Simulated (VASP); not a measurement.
Write the native input for VASP 6.6.1 that does the following.

* Task: single point
* Functional: PBE
* Potentials or basis: VASP PAW PBE potentials, release 64 (P, B)
* Cutoff: 520 eV
* k mesh: 8 × 8 × 8
* Occupations: fermi-dirac, width 0.05 eV
* Spin: no spin polarisation
* Dipole correction: no
* Further INCAR settings: ALGO = Normal; EDIFF = 1e-06; NBANDS = 11

The structure of BP lies in POSCAR:

```
BP
1.0
    0.0000000000      2.2690000000      2.2690000000
    2.2690000000      0.0000000000      2.2690000000
    2.2690000000      2.2690000000      0.0000000000
P B
1 1
Direct
    0.7500000000      0.7500000000      0.7500000000
    0.0000000000      0.0000000000      0.0000000000
```

These files were run (other wordings do the same):

INCAR

```
SYSTEM = BP
ALGO     = Normal         ! electronic algorithm
EDIFF    = 1E-6           ! SCF threshold, eV
ENCUT    = 520            ! plane-wave cutoff, eV
GGA      = PE             ! functional
ISIF     = 2              ! what is computed and relaxed
ISMEAR   = -1             ! smearing method
LASPH    = .TRUE.         ! aspherical terms in the spheres
LCHARG   = .TRUE.         ! write CHGCAR
LELF     = .TRUE.         ! ELF
LREAL    = .FALSE.        ! projectors in reciprocal space
LVHAR    = .TRUE.       
LWAVE    = .FALSE.        ! write WAVECAR
NBANDS   = 11             ! bands
NELM     = 60             ! most SCF steps
PREC     = Accurate       ! precision mode
SIGMA    = 0.05           ! smearing width, eV
```

KPOINTS

```
k-points
0
G
  8 8 8
  0 0 0
```

Potentials or basis: VASP PAW PBE potentials, release 64 (P, B).

Command:

```sh
$ cat potpaw_PBE.64/P/POTCAR potpaw_PBE.64/B/POTCAR > POTCAR
$ mpirun -np 1 vasp_std > vasp.out
```

It gave:

The pressure is 0.9 GPa and the band gap on the k mesh is 1.27 eV, indirect (least direct gap 3.40 eV).

Wall time 3.4 s on 1 thread of Intel Xeon 6975P-C, on a shared host, peak memory 0.13 GiB.
